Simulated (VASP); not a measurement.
# Mn2SbN3 (Cm) in VASP: single point with PBE

Aim: the single point of Mn2SbN3 with PBE.

Everything below comes from runs of VASP 6.6.1. Logs are shortened: lines on timing, memory, paths and dates and some standing lists are left out, and cuts for length are marked.

## (1) The cell of the first run

Symmetry: Cm, No. 8, monoclinic system. The conventional cell has a = 6.844 Å, b = 5.807 Å, c = 4.450 Å, α = 90.00°, β = 102.79°, γ = 90.00°. Within 2.3 Å of Mn (site symmetry m) lie 3 N at 1.69 to 1.74 Å. Within 2.3 Å of Mn (site symmetry m) lie 3 N at 1.70 to 1.73 Å. Sb (site symmetry m) has 4 N at 2.31 to 2.96 Å and 3 Mn at 2.61 to 2.83 Å within 3.0 Å. N (site symmetry 1) has 2 Mn at 1.73 to 1.74 Å within 2.3 Å. Within 2.3 Å of N (site symmetry m) lie 2 Mn at 1.69 to 1.70 Å.

## (2) Single point, PBE

The input, INCAR:

```
SYSTEM = Mn2SbN3
  PREC = Accurate
  ENCUT = 520
  EDIFF = 1E-7
  ISMEAR = 0
  SIGMA = 0.1
  LREAL = .False.
  LASPH = .True.
  NELM = 100
  ALGO = Normal
  ISIF = 2
  LWAVE = .False.
  LCHARG = .True.
  GGA = PE
  LELF = .True.
  LVHAR = .True.
  NBANDS = 32
```

The input, KPOINTS:

```
regular mesh
0
Gamma
  8 8 8
  0 0 0
```

The input, POSCAR:

```
Mn2SbN3
1.0
    3.4217833513     -2.9033321863      0.0036349374
    3.4217833513      2.9033321863      0.0036349374
   -0.9894057750      0.0000000000      4.3385158924
Mn Sb N
2 1 3
Direct
    0.2168056184      0.2168056184      0.7925277018
    0.7921132302      0.7921132302      0.2270593120
    0.4504006976      0.4504006976      0.4018828312
    0.5110843364      0.0292051589      0.0296413481
    0.0292051589      0.5110843364      0.0296413481
    0.0009715865      0.0009715865      0.5187524583
```

Potentials or basis: VASP PAW PBE potentials, release 64 (Mn_pv, Sb, N).

Started as:

```bash
$ cat potpaw_PBE.64/Mn_pv/POTCAR potpaw_PBE.64/Sb/POTCAR potpaw_PBE.64/N/POTCAR > POTCAR
$ mpirun -np 1 vasp_std > vasp.out
```

OUTCAR:

```text
SYSTEM = Mn2SbN3
   PREC = Accurate
   ENCUT = 520
   EDIFF = 1E-7
   ISMEAR = 0
   LREAL = .False.
   LASPH = .True.
   NELM = 100
   ISIF = 2
   GGA = PE

 ion  position               nearest neighbor table
   1  0.217  0.217  0.793-   6 1.69   5 1.74   4 1.74   3 2.61   3 2.83
   2  0.792  0.792  0.227-   6 1.70   5 1.73   4 1.73   3 2.62   3 3.14   3 3.14
   3  0.450  0.450  0.402-   4 2.31   5 2.31   1 2.61   2 2.62   1 2.83   2 3.14   2 3.14
   4  0.511  0.029  0.030-   2 1.73   1 1.74   3 2.31
   5  0.029  0.511  0.030-   2 1.73   1 1.74   3 2.31
   6  0.001  0.001  0.519-   1 1.69   2 1.70

  LATTYP: Found a base centered monoclinic cell.
 ALAT       =     6.8435705640
 B/A-ratio  =     0.8484846205
 C/A-ratio  =     0.6502313040
 COS(beta)  =    -0.2213073551

  Lattice vectors:

 A1 = (   3.4217833513,  -2.9033321863,   0.0036349374)
 A2 = (   3.4217833513,   2.9033321863,   0.0036349374)
 A3 = (  -0.9894057750,   0.0000000000,   4.3385158924)

Analysis of symmetry for initial positions (statically):
=====================================================================
 Subroutine PRICEL returns:
 Original cell was already a primitive cell.

 Routine SETGRP: Setting up the symmetry group for a
 base centered monoclinic supercell.

 Subroutine GETGRP returns: Found  2 space group operations
 (whereof  2 operations were pure point group operations)
 out of a pool of  4 trial point group operations.

The static configuration has the point symmetry C_1h.

Analysis of symmetry for dynamics (positions and initial velocities):
=====================================================================
 Subroutine PRICEL returns:
 Original cell was already a primitive cell.

 Routine SETGRP: Setting up the symmetry group for a
 base centered monoclinic supercell.

 Subroutine GETGRP returns: Found  2 space group operations
 (whereof  2 operations were pure point group operations)
 out of a pool of  4 trial point group operations.

The dynamic configuration has the point symmetry C_1h.

 Subroutine INISYM returns: Found  2 space group operations
 (whereof  2 operations are pure point group operations),
 and found     1 'primitive' translations

----------------------------------------------------------------------------------------

                                     Primitive cell

  volume of cell :      86.2235

  direct lattice vectors                    reciprocal lattice vectors
     3.421783351 -2.903332186  0.003634937     0.146087244 -0.172215912  0.033315439
     3.421783351  2.903332186  0.003634937     0.146087244  0.172215912  0.033315439
    -0.989405775  0.000000000  4.338515892    -0.000244792  0.000000000  0.230437741

  length of vectors
     4.487532986  4.487532986  4.449903812     0.228275539  0.228275539  0.230437871

  position of ions in fractional coordinates (direct lattice)
     0.216805618  0.216805618  0.792527702
     0.792113230  0.792113230  0.227059312
     0.450400698  0.450400698  0.401882831
     0.511084336  0.029205159  0.029641348
     0.029205159  0.511084336  0.029641348
     0.000971587  0.000971587  0.518752458

  ion indices of the primitive-cell ions
   primitive index   ion index
                 1           1
                 2           2
                 3           3
                 4           4
                 5           5
                 6           6

----------------------------------------------------------------------------------------

 KPOINTS: regular mesh

Automatic generation of k-mesh.
 Grid dimensions read from file:
 generate k-points for:    8    8    8

 Generating k-lattice:

  Cartesian coordinates                     Fractional coordinates (reciprocal lattice)
     0.018260906 -0.021526989  0.004164430     0.125000000  0.000000000  0.000000000
     0.018260906  0.021526989  0.004164430     0.000000000  0.125000000  0.000000000
    -0.000030599  0.000000000  0.028804718     0.000000000  0.000000000  0.125000000

  Length of vectors
     0.028534442  0.028534442  0.028804734

  Shift w.r.t. Gamma in fractional coordinates (k-lattice)
     0.000000000  0.000000000  0.000000000

 Subroutine IBZKPT returns following result:
 ===========================================

 Found    150 irreducible k-points:

 Following reciprocal coordinates:
            Coordinates               Weight
  0.000000  0.000000  0.000000      1.000000
  0.125000 -0.000000  0.000000      4.000000
  0.250000 -0.000000  0.000000      4.000000
  0.375000 -0.000000  0.000000      4.000000
  0.500000 -0.000000  0.000000      2.000000
  0.125000  0.125000  0.000000      2.000000
[... 16 lines left out ...]
  0.125000 -0.000000  0.125000      4.000000
  0.250000 -0.000000  0.125000      4.000000
 [... further k-points ...]
   k-points           NKPTS =    150   k-points in BZ     NKDIM =    150   number of bands    NBANDS=     32
   number of dos      NEDOS =    301   number of ions     NIONS =      6
   total plane-waves  NPLWV =  46656
   dimension x,y,z NGX =    36 NGY =   36 NGZ =   36
   dimension x,y,z NGXF=    72 NGYF=   72 NGZF=   72
   ions per type =               2   1   3
   NGX,Y,Z   is equivalent  to a cutoff of  13.34, 13.34, 13.45 a.u.
   NGXF,Y,Z  is equivalent  to a cutoff of  26.67, 26.67, 26.90 a.u.
 SYSTEM =  Mn2SbN3
   PREC   = accura    normal or accurate (medium, high low for compatibility)
   ISTART =      0    job   : 0-new  1-cont  2-samecut
   ICHARG =      2    charge: 1-file 2-atom 10-const
   ISPIN  =      1    spin polarized calculation?
   LNONCOLLINEAR =      F non collinear calculations
   LSORBIT =      F    spin-orbit coupling
   LASPH  =      T    aspherical Exc in radial PAW
   ENCUT  =  520.0 eV  38.22 Ry    6.18 a.u.   8.34  8.34  8.27*2*pi/ulx,y,z
   NELM   =    100;   NELMIN=  2; NELMDL= -5     # of ELM steps
   EDIFF  = 0.1E-06   stopping-criterion for ELM
   LREAL  =      F    real-space projection
   EDIFFG = 0.1E-05   stopping-criterion for IOM
   NSW    =      0    number of steps for IOM
   IBRION =     -1    ionic relax: 0-MD 1-quasi-New 2-CG
   NFREE  =      0    steps in history (QN), initial steepest desc. (CG)
   ISIF   =      2    stress and relaxation
   ISYM   =      2    0-nonsym 1-usesym 2-fastsym
   POTIM  = 0.5000    time-step for ionic-motion
   TEBEG  =    0.0;   TEEND  =   0.0 temperature during run
   PSTRESS=    0.0 pullay stress
   NELECT =      46.0000    total number of electrons
   NUPDOWN=      -1.0000    fix difference up-down
   EMIN   =  10.00;   EMAX   =-10.00  energy-range for DOS
   EFERMI =   0.00;   METHOD = LEGACY
   ISMEAR =     0;   SIGMA  =   0.10  broadening in eV -4-tet -1-fermi 0-gaus
   EFERMI_NEDOS =   21; number of points for ismear=-14 and -15
   IALGO  =     38    algorithm
   IMIX   =      4    mixing-type and parameters
     AMIX     =   0.40;   BMIX     =  1.00
     AMIX_MAG =   1.60;   BMIX_MAG =  1.00
  volume/ion in A,a.u.               =      14.37        96.98
  Fermi-wavevector in a.u.,A,eV,Ry     =   1.327758  2.509099 23.986270  1.762941
  Thomas-Fermi vector in A             =   2.457046
   LORBIT       =      0    0 simple, 1 ext, 2 COOP (PROOUT), +10 PAW based schemes
   GGA     = PE    functional components
   LHFCALC =     F    Hartree Fock is set to
   AEXX    =    0.0000 exact exchange contribution
   IVDW    =     0    specifies the selected vdW correction
   LEPSILON=     F    determine dielectric tensor
   LRPA    =     F    only Hartree local field effects (RPA)
 non-spin polarized calculation
 Gauss-broadening in eV      SIGMA  =   0.10
  energy-cutoff  :      520.00
  volume of cell :       86.22
 maximum number of plane-waves:      2350
 NGX is ok and might be reduce to    36
   NGX = 17   NGY = 17   NGZ = 17

 number of electron      45.9999996 magnetization

 Free energy of the ion-electron system (eV)
  ---------------------------------------------------
  ext. energy  EPLUGINS =         0.00000000
  ---------------------------------------------------
  free energy    TOTEN  =       -45.81116452 eV

  energy without entropy =      -45.78787148  energy(sigma->0) =      -45.79951800

 E-fermi :   5.8747     XC(G=0): -10.6004

 val. band max:        5.8696255289   @ k =  -0.2500  -0.2500   0.3750
 cond. band min:       5.8752934804   @ k =  -0.1250   0.0000   0.2500
 fundamental gap:      0.0056679515
 Fermi energy:         5.8747311942

 k-point     1 :       0.0000    0.0000    0.0000
  band No.  band energies     occupation
      1     -42.9902      2.00000
      2     -42.9468      2.00000
      3     -42.8977      2.00000
      4     -42.8710      2.00000
      5     -42.2116      2.00000
      6     -42.2038      2.00000
[... 24 lines left out ...]
     31      10.6812      0.00000
     32      10.9192      0.00000

 k-point     2 :       0.1250   -0.0000    0.0000
  band No.  band energies     occupation
      1     -42.9902      2.00000
      2     -42.9467      2.00000
      3     -42.8978      2.00000
      4     -42.8710      2.00000
      5     -42.2116      2.00000
      6     -42.2038      2.00000
[... 24 lines left out ...]
     31      10.3726      0.00000
     32      10.8694      0.00000

 k-point     3 :       0.2500   -0.0000    0.0000
  band No.  band energies     occupation
      1     -42.9902      2.00000
      2     -42.9465      2.00000
      3     -42.8980      2.00000
      4     -42.8710      2.00000
      5     -42.2117      2.00000
      6     -42.2039      2.00000
[... 24 lines left out ...]
     31       9.7916      0.00000
     32      10.5707      0.00000

 k-point     4 :       0.3750   -0.0000    0.0000
  band No.  band energies     occupation
      1     -42.9902      2.00000
      2     -42.9464      2.00000
      3     -42.8983      2.00000
      4     -42.8710      2.00000
      5     -42.2118      2.00000
      6     -42.2039      2.00000
[... 654 lines left out ...]
     31      10.4983      0.00000
     32      10.6868      0.00000

 k-point    23 :       0.1250   -0.0000    0.1250
  band No.  band energies     occupation
      1     -42.9901      2.00000
      2     -42.9467      2.00000
      3     -42.8979      2.00000
      4     -42.8709      2.00000
      5     -42.2117      2.00000
      6     -42.2039      2.00000
[... 24 lines left out ...]
     31      10.0812      0.00000
     32      10.5975      0.00000

 k-point    24 :       0.2500   -0.0000    0.1250
  band No.  band energies     occupation
      1     -42.9902      2.00000
      2     -42.9465      2.00000
      3     -42.8981      2.00000
      4     -42.8709      2.00000
      5     -42.2117      2.00000
      6     -42.2039      2.00000
[... 24 lines left out ...]
     31       9.4911      0.00000
     32      10.3359      0.00000

 [... further k-points ...]

------------------------ aborting loop because EDIFF is reached ----------------------------------------

  FORCE on cell =-STRESS in cart. coord.  units (eV):
  Direction    XX          YY          ZZ          XY          YZ          ZX
  --------------------------------------------------------------------------------------
  -------------------------------------------------------------------------------------
  Total       -0.0439003      0.0975951      0.0441590      0.0000000      0.0000000      0.1000309
  in kB       -0.8157405      1.8134811      0.8205488      0.0000000      0.0000000      1.8587414
  external PRESSURE =       0.6060965 kB  Pullay stress =       0.0000000 kB

 VOLUME and BASIS-vectors are now :
 -----------------------------------------------------------------------------
  energy-cutoff  :      520.00
  volume of cell :       86.22
      direct lattice vectors                 reciprocal lattice vectors
     3.421783351 -2.903332186  0.003634937     0.146087244 -0.172215912  0.033315439
     3.421783351  2.903332186  0.003634937     0.146087244  0.172215912  0.033315439
    -0.989405775  0.000000000  4.338515892    -0.000244792  0.000000000  0.230437741

 POSITION                                       TOTAL-FORCE (eV/Angst)
 -----------------------------------------------------------------------------------
      0.69959      0.00000      3.43997         0.041064      0.000000     -0.027510
      5.19623      0.00000      0.99086        -0.055928      0.000000      0.007643
      2.68472      0.00000      1.74685        -0.016603      0.000000     -0.031597
      1.81943     -1.39906      0.13056         0.010621      0.010048      0.022224
      1.81943      1.39906      0.13056         0.010621     -0.010048      0.022224
     -0.50661      0.00000      2.25062         0.010224      0.000000      0.007016
 -----------------------------------------------------------------------------------
    total drift:                               -0.000473     -0.000000      0.002013

  FREE ENERGIE OF THE ION-ELECTRON SYSTEM (eV)
  ---------------------------------------------------
  free  energy   TOTEN  =       -45.8111645228 eV

  energy  without entropy=      -45.7878714811  energy(sigma->0) =      -45.79951800
```

It took 5.2 min on 1 thread of AMD EPYC 9R45 (Zen 5), shared host; peak memory 0.45 GiB.

What came out:

```yaml
Free_energy: -45.8112 eV
Pressure: 0.1 GPa
Largest_force: 0.056 eV/Å
Band_gap_on_the_k_mesh: zero (band 23 reaches 6.05 eV, above the bottom of band 24 at 5.27 eV)
```

Forces on the atoms (eV/Å):
```
Mn   0.041  0.000 -0.028
Mn  -0.056  0.000  0.008
Sb  -0.017  0.000 -0.032
N    0.011  0.010  0.022
N    0.011 -0.010  0.022
N    0.010  0.000  0.007
```

Stress tensor (GPa, compression positive):
```
-0.08  0.00  0.19
 0.00  0.18  0.00
 0.19  0.00  0.08
```

Levels at points of the mesh, in eV from the Fermi level:
```tsv
k point	band 21	band 22	band 23	band 24	band 25	band 26
(0.00, 0.00, 0.00)	-1.15	-1.00	-0.70	-0.60	-0.53	1.69
(0.50, 0.00, 0.00)	-0.56	-0.39	-0.17	0.18	0.82	1.00
(0.50, 0.50, 0.00)	-1.26	-0.46	-0.01	0.82	1.27	1.64
(0.00, 0.00, 0.50)	-0.67	-0.48	-0.29	0.54	1.02	1.34
(0.50, 0.00, 0.50)	-1.23	-0.50	-0.11	0.81	0.96	1.31
(0.50, 0.50, 0.50)	-1.01	-0.96	-0.23	-0.11	0.01	1.48
```

Caveat: spin-orbit coupling is left out, which moves the levels of the heavy elements; the run has no spin polarisation, though such a crystal can be magnetic.
